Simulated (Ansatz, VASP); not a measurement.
# Two plane-wave programs on Rb3TaP2

INCAR

```
SYSTEM = Rb3TaP2
PREC = Accurate
ENCUT = 520
EDIFF = 1E-6
ISMEAR = 0
SIGMA = 0.1
LREAL = .FALSE.
LASPH = .TRUE.
NELM = 100
ALGO = Normal
ISIF = 2
LWAVE = .FALSE.
LCHARG = .FALSE.
GGA = PE
NBANDS = 33
```

The input KPOINTS:

```
regular mesh
0
G
  3 3 4
  0 0 0
```

POSCAR

```
Rb3TaP2
1.0
    6.9383535200      0.0000000000      0.0000000000
   -3.4691767600      6.0087904100      0.0000000000
    0.0000000000      0.0000000000      4.3416434300
Rb Ta P
3 1 2
Direct
    0.5000000000      0.0000000000      0.5000000000
    0.5000000000      0.5000000000      0.5000000000
    0.0000000000      0.5000000000      0.5000000000
    0.0000000000      0.0000000000      0.0000000000
    0.3333333300      0.6666666700      0.0000000000
    0.6666666700      0.3333333300      0.0000000000
```

Input for Ansatz:

```yaml
crystal:
  lattice:
    - [6.93835352, 0.0, 0.0]
    - [-3.46917676, 6.00879041, 0.0]
    - [0.0, 0.0, 4.34164343]
  atoms:
    - { symbol: Rb, position: [0.5, 0.0, 0.5] }
    - { symbol: Rb, position: [0.5, 0.5, 0.5] }
    - { symbol: Rb, position: [0.0, 0.5, 0.5] }
    - { symbol: Ta, position: [0.0, 0.0, 0.0] }
    - { symbol: P, position: [0.33333333, 0.66666667, 0.0] }
    - { symbol: P, position: [0.66666667, 0.33333333, 0.0] }
basis:
  ecutwfc: 420
kpoints:
  mp_grid: { grid: [3, 3, 4] }
hamiltonian:
  xc: pbe
scf:
  occupations: { method: gaussian, width: 0.1 }
  lower_state_search: "off"
output:
  forces: true
  stress: true
  eigenvalues: true
```

Change from the starting cell: species swapped into the ZrCo3B2 type (P6/mmm, No. 191).

Alike in both runs: task single point; functional PBE; k mesh 3 × 3 × 4; occupations gaussian, width 0.1 eV; no spin polarisation.

|  | VASP | Ansatz |
| --- | --- | --- |
| version | VASP 6.6.1 | Ansatz 0.2.0 |
| potentials or method | VASP PAW PBE potentials, release 64 (Rb_sv, Ta_pv, P), cutoff 520 eV | scalar-relativistic, plane waves, PAW |
| valence electrons in the cell | 48 | 50 |

```csv
,VASP,Ansatz,Ansatz less VASP
gap on the k mesh at the Fermi level (eV),none,none,-
pressure (GPa),5.6,5.4,-0.12
"traceless stress, the component that is largest in VASP (GPa)",6.37,6.36,-0.014
```

A gap of «none» marks a metal or a gap that the smearing closes. The functional is the same, so the differences come from potentials, cutoffs and numerics. VASP's potentials hold 48 valence electrons a cell and Ansatz's 50, so a difference there can come from the potentials and not from the codes.

The k mesh is coarse, so the values compare programs but aren't converged. Neither program's run includes spin-orbit coupling.
